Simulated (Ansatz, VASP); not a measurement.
## MgO: VASP beside Ansatz

```
Mg O
1.0
     0.00000    2.12694    2.12694
     2.12694    0.00000    2.12694
     2.12694    2.12694    0.00000
Mg O
1 1
Direct
  0.00000 0.00000 0.00000
  0.50000 0.50000 0.50000
```

Alike in both runs: functional PBE; k mesh 16 × 16 × 16; occupations fermi-dirac, width 0.05 eV; no spin polarisation.

Ansatz relaxed the structure, and its values are those at the end. VASP's run is a single point on that final structure, the one shown.

|  | VASP | Ansatz |
| --- | --- | --- |
| version | VASP 6.6.1 | Ansatz 0.2.0 |
| potentials or method | VASP PAW PBE potentials, release 64 (Mg, O) | PAW with Ansatz's default frozen-core files, scalar-relativistic |
| plane-wave cutoff (eV) | 520 | 420 |
| valence electrons in the cell | 8 | 16 |

VASP gave:

| Item | Value |
| --- | --- |
| gap on the k mesh at the Fermi level (eV) | 4.44 |
| pressure (GPa) | -0.8 |

**Question.** Which values does Ansatz return?

**Answer.** gap on the k mesh at the Fermi level (eV): 4.46; pressure (GPa): 0.0.

VASP's potentials hold 8 valence electrons a cell and Ansatz's 16, so a difference there can come from the potentials and not from the codes.
